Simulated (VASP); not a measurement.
# Hf (I4/mmm) in VASP: further runs

The runs below take Hf through single point, with PBEsol.

Everything below comes from runs of VASP 6.6.1. Logs are shortened: lines on timing, memory, paths and dates and some standing lists are left out, and cuts for length are marked.

## Step 1: The cell of the first run

Symmetry: I4/mmm, No. 139, tetragonal system. Conventional cell: a = 3.718 Å, b = 3.718 Å, c = 3.556 Å, α = 90.00°, β = 90.00°, γ = 90.00°. Hf (site symmetry 4/mmm) has 14 Hf at 3.17 to 3.72 Å within 4.2 Å.

## Step 2: Single point, PBEsol (strain +0.030 along x and y, -0.015 along z)

INCAR reads:

```
ALGO = Fast ; EDIFF = 1E-6
ENCUT = 520 ; GGA = PS
ISIF = 2 ; ISMEAR = 0
LASPH = T ; LCHARG = F
LREAL = F ; LWAVE = F
NBANDS = 11 ; NELM = 100
PREC = Accurate ; SIGMA = 0.15
```

KPOINTS reads:

```
k-points
0
Gamma
  18 18 18
```

POSCAR reads:

```
Hf
1.0
   -1.8591500000      1.8591500000      1.7779250000
    1.8591500000     -1.8591500000      1.7779250000
    1.8591500000      1.8591500000     -1.7779250000
Hf
1
Direct
    0.0000000000      0.0000000000      0.0000000000
```

Potentials or basis: VASP PAW PBE potentials, release 64 (Hf_pv).

Launch:

```sh
$ cat potpaw_PBE.64/Hf_pv/POTCAR > POTCAR
$ mpirun -np 1 vasp_std > vasp.out
```

OUTCAR:

```text
EDIFF = 1E-6
   ENCUT = 520
   GGA = PS
   ISIF = 2
   ISMEAR = 0
   LASPH = T
   LREAL = F
   NELM = 100
   PREC = Accurate

 ion  position               nearest neighbor table
   1  0.000  0.000  0.000-

  LATTYP: Found a body centered tetragonal cell.
 ALAT       =     3.7183000000
 C/A-ratio  =     0.9563106796

  Lattice vectors:

 A1 = (  -1.8591500000,   1.8591500000,   1.7779250000)
 A2 = (   1.8591500000,  -1.8591500000,   1.7779250000)
 A3 = (   1.8591500000,   1.8591500000,  -1.7779250000)

Analysis of symmetry for initial positions (statically):
=====================================================================
 Subroutine PRICEL returns:
 Original cell was already a primitive cell.

 Routine SETGRP: Setting up the symmetry group for a
 body centered tetragonal supercell.

 Subroutine GETGRP returns: Found 16 space group operations
 (whereof 16 operations were pure point group operations)
 out of a pool of 16 trial point group operations.

The static configuration has the point symmetry D_4h.

Analysis of symmetry for dynamics (positions and initial velocities):
=====================================================================
 Subroutine PRICEL returns:
 Original cell was already a primitive cell.

 Routine SETGRP: Setting up the symmetry group for a
 body centered tetragonal supercell.

 Subroutine GETGRP returns: Found 16 space group operations
 (whereof 16 operations were pure point group operations)
 out of a pool of 16 trial point group operations.

The dynamic configuration has the point symmetry D_4h.

 Subroutine INISYM returns: Found 16 space group operations
 (whereof 16 operations are pure point group operations),
 and found     1 'primitive' translations

----------------------------------------------------------------------------------------

                                     Primitive cell

  volume of cell :      24.5812

  direct lattice vectors                    reciprocal lattice vectors
    -1.859150000  1.859150000  1.777925000     0.000000000  0.268940107  0.281226711
     1.859150000 -1.859150000  1.777925000     0.268940107  0.000000000  0.281226711
     1.859150000  1.859150000 -1.777925000     0.268940107  0.268940107  0.000000000

  length of vectors
     3.173939941  3.173939941  3.173939941     0.389123687  0.389123687  0.380338747

  position of ions in fractional coordinates (direct lattice)
     0.000000000  0.000000000  0.000000000

  ion indices of the primitive-cell ions
   primitive index   ion index
                 1           1

----------------------------------------------------------------------------------------

 KPOINTS: k-points

Automatic generation of k-mesh.
 Grid dimensions read from file:
 generate k-points for:   18   18   18

 Generating k-lattice:

  Cartesian coordinates                     Fractional coordinates (reciprocal lattice)
     0.000000000  0.014941117  0.015623706     0.055555556  0.000000000  0.000000000
     0.014941117  0.000000000  0.015623706     0.000000000  0.055555556  0.000000000
     0.014941117  0.014941117  0.000000000     0.000000000  0.000000000  0.055555556

  Length of vectors
     0.021617983  0.021617983  0.021129930

  Shift w.r.t. Gamma in fractional coordinates (k-lattice)
     0.000000000  0.000000000  0.000000000

 Subroutine IBZKPT returns following result:
 ===========================================

 Found    480 irreducible k-points:

 Following reciprocal coordinates:
            Coordinates               Weight
  0.000000  0.000000  0.000000      1.000000
  0.055556  0.000000  0.000000      8.000000
  0.111111  0.000000  0.000000      8.000000
  0.166667  0.000000 -0.000000      8.000000
  0.222222  0.000000 -0.000000      8.000000
  0.277778  0.000000  0.000000      8.000000
[... 16 lines left out ...]
 -0.277778  0.055556  0.000000     16.000000
 -0.222222  0.055556  0.000000     16.000000
 [... further k-points ...]
   k-points           NKPTS =    480   k-points in BZ     NKDIM =    480   number of bands    NBANDS=     11
   number of dos      NEDOS =    301   number of ions     NIONS =      1
   total plane-waves  NPLWV =  13824
   dimension x,y,z NGX =    24 NGY =   24 NGZ =   24
   dimension x,y,z NGXF=    48 NGYF=   48 NGZF=   48
   ions per type =               1
   NGX,Y,Z   is equivalent  to a cutoff of  12.57, 12.57, 12.57 a.u.
   NGXF,Y,Z  is equivalent  to a cutoff of  25.14, 25.14, 25.14 a.u.
 SYSTEM =  unknown system
   PREC   = accura    normal or accurate (medium, high low for compatibility)
   ISTART =      0    job   : 0-new  1-cont  2-samecut
   ICHARG =      2    charge: 1-file 2-atom 10-const
   ISPIN  =      1    spin polarized calculation?
   LNONCOLLINEAR =      F non collinear calculations
   LSORBIT =      F    spin-orbit coupling
   LASPH  =      T    aspherical Exc in radial PAW
   ENCUT  =  520.0 eV  38.22 Ry    6.18 a.u.   5.90  5.90  5.90*2*pi/ulx,y,z
   NELM   =    100;   NELMIN=  2; NELMDL= -5     # of ELM steps
   EDIFF  = 0.1E-05   stopping-criterion for ELM
   LREAL  =      F    real-space projection
   EDIFFG = 0.1E-04   stopping-criterion for IOM
   NSW    =      0    number of steps for IOM
   IBRION =     -1    ionic relax: 0-MD 1-quasi-New 2-CG
   NFREE  =      0    steps in history (QN), initial steepest desc. (CG)
   ISIF   =      2    stress and relaxation
   ISYM   =      2    0-nonsym 1-usesym 2-fastsym
   POTIM  = 0.5000    time-step for ionic-motion
   TEBEG  =    0.0;   TEEND  =   0.0 temperature during run
   PSTRESS=    0.0 pullay stress
   NELECT =      10.0000    total number of electrons
   NUPDOWN=      -1.0000    fix difference up-down
   EMIN   =  10.00;   EMAX   =-10.00  energy-range for DOS
   EFERMI =   0.00;   METHOD = LEGACY
   ISMEAR =     0;   SIGMA  =   0.15  broadening in eV -4-tet -1-fermi 0-gaus
   EFERMI_NEDOS =   21; number of points for ismear=-14 and -15
   IALGO  =     68    algorithm
   IMIX   =      4    mixing-type and parameters
     AMIX     =   0.40;   BMIX     =  1.00
     AMIX_MAG =   1.60;   BMIX_MAG =  1.00
  volume/ion in A,a.u.               =      24.58       165.88
  Fermi-wavevector in a.u.,A,eV,Ry     =   1.213037  2.292308 20.020414  1.471459
  Thomas-Fermi vector in A             =   2.348502
   LORBIT       =      0    0 simple, 1 ext, 2 COOP (PROOUT), +10 PAW based schemes
   GGA     = PS    functional components
   LHFCALC =     F    Hartree Fock is set to
   AEXX    =    0.0000 exact exchange contribution
   IVDW    =     0    specifies the selected vdW correction
   LEPSILON=     F    determine dielectric tensor
   LRPA    =     F    only Hartree local field effects (RPA)
 non-spin polarized calculation
 RMM-DIIS sequential band-by-band and
 Gauss-broadening in eV      SIGMA  =   0.15
  energy-cutoff  :      520.00
  volume of cell :       24.58
 maximum number of plane-waves:       680
   NGX = 11   NGY = 11   NGZ = 11

 number of electron      10.0000000 magnetization

 Free energy of the ion-electron system (eV)
  ---------------------------------------------------
  ext. energy  EPLUGINS =         0.00000000
  ---------------------------------------------------
  free energy    TOTEN  =       -10.20632317 eV

  energy without entropy =      -10.18067349  energy(sigma->0) =      -10.19349833

 E-fermi :   3.8259     XC(G=0): -10.9693

 val. band max:        3.8250367725   @ k =   0.2778   0.1667  -0.0000
 cond. band min:       3.8284609018   @ k =  -0.4444   0.4444   0.1111
 fundamental gap:      0.0034241294
 Fermi energy:         3.8258623949

 k-point     1 :       0.0000    0.0000    0.0000
  band No.  band energies     occupation
      1     -26.3470      2.00000
      2     -26.3470      2.00000
      3     -26.3456      2.00000
      4      -2.9219      2.00000
      5       4.9473      0.00000
      6       5.3998      0.00000
      7       5.3998      0.00000
      8       7.4356      0.00000
      9       8.0541      0.00000
     10      16.4737      0.00000
     11      16.4737      0.00000

 k-point     2 :       0.0556    0.0000    0.0000
  band No.  band energies     occupation
      1     -26.3652      2.00000
      2     -26.3533      2.00000
      3     -26.3466      2.00000
      4      -2.8172      2.00000
      5       4.9513      0.00000
      6       5.3674      0.00000
      7       5.4204      0.00000
      8       7.4173      0.00000
      9       7.9628      0.00000
     10      16.6637      0.00000
     11      16.6713      0.00000

 k-point     3 :       0.1111    0.0000    0.0000
  band No.  band energies     occupation
      1     -26.4194      2.00000
      2     -26.3713      2.00000
      3     -26.3476      2.00000
      4      -2.5103      2.00000
      5       4.8399      0.00000
      6       5.2396      0.00000
      7       5.6221      0.00000
      8       7.3623      0.00000
      9       7.8033      0.00000
     10      17.0355      0.00000
     11      17.2433      0.00000

 k-point     4 :       0.1667    0.0000   -0.0000
  band No.  band energies     occupation
      1     -26.5013      2.00000
      2     -26.3987      2.00000
      3     -26.3490      2.00000
      4      -2.0241      2.00000
      5       4.5808      0.00000
      6       4.9695      0.00000
      7       6.0757      0.00000
      8       7.3245      0.00000
      9       7.7380      0.00000
     10      17.2172      0.00000
     11      18.1347      0.00000
[... 239 lines left out ...]
 k-point    22 :      -0.3333    0.0556   -0.0000
  band No.  band energies     occupation
      1     -26.7519      2.00000
      2     -26.4860      2.00000
      3     -26.3591      2.00000
      4      -0.3190      2.00000
      5       3.8090      1.12657
      6       4.1085      0.00771
      7       7.5116      0.00000
      8       8.0223      0.00000
      9       8.1503      0.00000
     10      15.2329      0.00000
     11      16.4898      0.00000

 k-point    23 :      -0.2778    0.0556    0.0000
  band No.  band energies     occupation
      1     -26.6553      2.00000
      2     -26.4495      2.00000
      3     -26.3569      2.00000
      4      -1.0071      2.00000
      5       4.0952      0.01112
      6       4.3807      0.00000
      7       7.1639      0.00000
      8       7.3687      0.00000
      9       7.9625      0.00000
     10      16.2920      0.00000
     11      17.6218      0.00000

 k-point    24 :      -0.2222    0.0556    0.0000
  band No.  band energies     occupation
      1     -26.5570      2.00000
      2     -26.4129      2.00000
      3     -26.3549      2.00000
      4      -1.6722      2.00000
      5       4.4060      0.00000
      6       4.7497      0.00000
      7       6.5030      0.00000
      8       7.1365      0.00000
      9       7.9195      0.00000
     10      17.1402      0.00000
     11      18.2239      0.00000

 [... further k-points ...]

------------------------ aborting loop because EDIFF is reached ----------------------------------------

  FORCE on cell =-STRESS in cart. coord.  units (eV):
  Direction    XX          YY          ZZ          XY          YZ          ZX
  --------------------------------------------------------------------------------------
  -------------------------------------------------------------------------------------
  Total       -1.7502703     -1.7502703     -2.1416966      0.0000000      0.0000000      0.0000000
  in kB     -114.0810238   -114.0810238   -139.5938370      0.0000000      0.0000000      0.0000000
  external PRESSURE =    -122.5852948 kB  Pullay stress =       0.0000000 kB

 VOLUME and BASIS-vectors are now :
 -----------------------------------------------------------------------------
  energy-cutoff  :      520.00
  volume of cell :       24.58
      direct lattice vectors                 reciprocal lattice vectors
    -1.859150000  1.859150000  1.777925000     0.000000000  0.268940107  0.281226711
     1.859150000 -1.859150000  1.777925000     0.268940107  0.000000000  0.281226711
     1.859150000  1.859150000 -1.777925000     0.268940107  0.268940107  0.000000000

 POSITION                                       TOTAL-FORCE (eV/Angst)
 -----------------------------------------------------------------------------------
      0.00000      0.00000      0.00000         0.000000      0.000000     -0.000000
 -----------------------------------------------------------------------------------
    total drift:                                0.000000      0.000000      0.000000

  FREE ENERGIE OF THE ION-ELECTRON SYSTEM (eV)
  ---------------------------------------------------
  free  energy   TOTEN  =       -10.2063231671 eV

  energy  without entropy=      -10.1806734925  energy(sigma->0) =      -10.19349833
```

It took 79 s on 1 thread of Intel Xeon Platinum 8488C (Sapphire Rapids), shared host; peak memory 0.24 GiB.

What came out:

| Property | Result |
| --- | --- |
| Free energy | -10.2063 eV |
| Pressure | -12.3 GPa |
| Band gap on the k mesh | zero (band 5 reaches 5.15 eV, above the bottom of band 6 at 3.21 eV) |

Caveat: the cell differs from its parent crystal (strain +0.030 along x and y, -0.015 along z); the PAW data sets were made with another functional, which shifts forces and pressure a little; spin-orbit coupling is left out, which moves the levels of the heavy elements.

## Step 3: Single point, PBEsol (strain +0.030 along x and y, +0.000 along z)

INCAR reads:

```
PREC     = Accurate       # precision mode
ENCUT    = 520            # plane-wave cutoff, eV
EDIFF    = 1E-6           # SCF threshold, eV
ISMEAR   = 0              # smearing method
SIGMA    = 0.15           # smearing width, eV
LREAL    = F              # projectors in reciprocal space
LASPH    = T              # aspherical terms in the spheres
NELM     = 100            # most SCF steps
ALGO     = Normal         # electronic algorithm
ISIF     = 2              # what is computed and relaxed
LWAVE    = F              # write WAVECAR
LCHARG   = F              # write CHGCAR
GGA      = PS             # functional
NBANDS   = 11             # bands
```

KPOINTS reads:

```
regular mesh
0
Gamma
  18 18 18
```

POSCAR reads:

```
Hf
1.0
   -1.8591500000      1.8591500000      1.8050000000
    1.8591500000     -1.8591500000      1.8050000000
    1.8591500000      1.8591500000     -1.8050000000
Hf
1
Direct
    0.0000000000      0.0000000000      0.0000000000
```

Potentials or basis: VASP PAW PBE potentials, release 64 (Hf_pv).

Launch:

```sh
$ cat potpaw_PBE.64/Hf_pv/POTCAR > POTCAR
$ mpirun -np 1 vasp_std > vasp.out
```

OUTCAR:

```text
PREC = Accurate
   ENCUT = 520
   EDIFF = 1E-6
   ISMEAR = 0
   LREAL = F
   LASPH = T
   NELM = 100
   ISIF = 2
   GGA = PS

 ion  position               nearest neighbor table
   1  0.000  0.000  0.000-

  LATTYP: Found a body centered tetragonal cell.
 ALAT       =     3.7183000000
 C/A-ratio  =     0.9708737864

  Lattice vectors:

 A1 = (  -1.8591500000,   1.8591500000,   1.8050000000)
 A2 = (   1.8591500000,  -1.8591500000,   1.8050000000)
 A3 = (   1.8591500000,   1.8591500000,  -1.8050000000)

Analysis of symmetry for initial positions (statically):
=====================================================================
 Subroutine PRICEL returns:
 Original cell was already a primitive cell.

 Routine SETGRP: Setting up the symmetry group for a
 body centered tetragonal supercell.

 Subroutine GETGRP returns: Found 16 space group operations
 (whereof 16 operations were pure point group operations)
 out of a pool of 16 trial point group operations.

The static configuration has the point symmetry D_4h.

Analysis of symmetry for dynamics (positions and initial velocities):
=====================================================================
 Subroutine PRICEL returns:
[... 161 lines left out ...]
 fundamental gap:      0.0010699052
 Fermi energy:         3.7298665817

 k-point     1 :       0.0000    0.0000    0.0000
  band No.  band energies     occupation
      1     -26.4974      2.00000
      2     -26.4974      2.00000
      3     -26.4969      2.00000
      4      -2.9645      2.00000
      5       4.9386      0.00000
      6       5.2298      0.00000
      7       5.2298      0.00000
      8       7.4064      0.00000
      9       7.8039      0.00000
     10      16.3810      0.00000
     11      16.3810      0.00000
[... 309 lines left out ...]
 k-point    24 :      -0.2222    0.0556    0.0000
  band No.  band energies     occupation
      1     -26.6974      2.00000
      2     -26.5596      2.00000
      3     -26.5046      2.00000
      4      -1.7354      2.00000
      5       4.3541      0.00000
      6       4.6159      0.00000
      7       6.3756      0.00000
      8       7.0046      0.00000
      9       7.7531      0.00000
     10      16.5284      0.00000
     11      16.9734      0.00000

 [... further k-points ...]
[... 5 lines left out ...]
  --------------------------------------------------------------------------------------
  -------------------------------------------------------------------------------------
  Total       -1.9762268     -1.9762268     -2.2319390      0.0000000      0.0000000      0.0000000
  in kB     -126.8765360   -126.8765360   -143.2936141      0.0000000      0.0000000      0.0000000
  external PRESSURE =    -132.3488954 kB  Pullay stress =       0.0000000 kB

 VOLUME and BASIS-vectors are now :
 -----------------------------------------------------------------------------
  energy-cutoff  :      520.00
  volume of cell :       24.96
      direct lattice vectors                 reciprocal lattice vectors
    -1.859150000  1.859150000  1.805000000     0.000000000  0.268940107  0.277008310
     1.859150000 -1.859150000  1.805000000     0.268940107  0.000000000  0.277008310
     1.859150000  1.859150000 -1.805000000     0.268940107  0.268940107  0.000000000

 POSITION                                       TOTAL-FORCE (eV/Angst)
 -----------------------------------------------------------------------------------
      0.00000      0.00000      0.00000        -0.000000      0.000000      0.000000
 -----------------------------------------------------------------------------------
    total drift:                               -0.000000      0.000000     -0.000000

  FREE ENERGIE OF THE ION-ELECTRON SYSTEM (eV)
  ---------------------------------------------------
  free  energy   TOTEN  =       -10.1732721034 eV

  energy  without entropy=      -10.1471466683  energy(sigma->0) =      -10.16020939
```

stdout:

```text
POSCAR found type information on POSCAR Hf
 POSCAR found :  1 types and       1 ions
 scaLAPACK will be used
 -----------------------------------------------------------------------------
|                                                                             |
|                                                                             |
|     You enforced a specific xc type in the INCAR file but a different       |
|     I HOPE YOU KNOW WHAT YOU ARE DOING!                                     |
|                                                                             |
 -----------------------------------------------------------------------------

 LDA part: xc-table for (Slater+PW92), standard interpolation
 POSCAR, INCAR and KPOINTS ok, starting setup
 FFT: planning ... GRIDC
 FFT: planning ... GRID_SOFT
 FFT: planning ... GRID
 WAVECAR not read
 entering main loop
```

Wall time 48 s (1 thread of Intel Xeon Platinum 8488C (Sapphire Rapids), shared host); peak memory 0.24 GiB.

Results:

```yaml
Free_energy: -10.1733 eV
Pressure: -13.2 GPa
Band_gap_on_the_k_mesh: zero (band 5 reaches 5.04 eV, above the bottom of band 6 at 3.09 eV)
```

Levels at points of the mesh, in eV from the Fermi level:
| k point | band 3 | band 4 | band 5 | band 6 | band 7 | band 8 |
| --- | --- | --- | --- | --- | --- | --- |
| (0.00, 0.00, 0.00) | -30.23 | -6.69 | 1.21 | 1.50 | 1.50 | 3.68 |
| (0.50, 0.00, 0.00) | -30.23 | -3.06 | -0.46 | 0.78 | 3.73 | 4.66 |
| (0.50, 0.50, 0.00) | -30.22 | -3.12 | -0.15 | 0.62 | 3.41 | 4.43 |
| (0.50, 0.50, 0.50) | -30.61 | -2.18 | -2.12 | 5.93 | 5.93 | 6.03 |

Caveat: the cell differs from its parent crystal (strain +0.030 along x and y, +0.000 along z); the PAW data sets were made with another functional, which shifts forces and pressure a little; spin-orbit coupling is left out, which moves the levels of the heavy elements.

(Continued in part 2 of 2.)
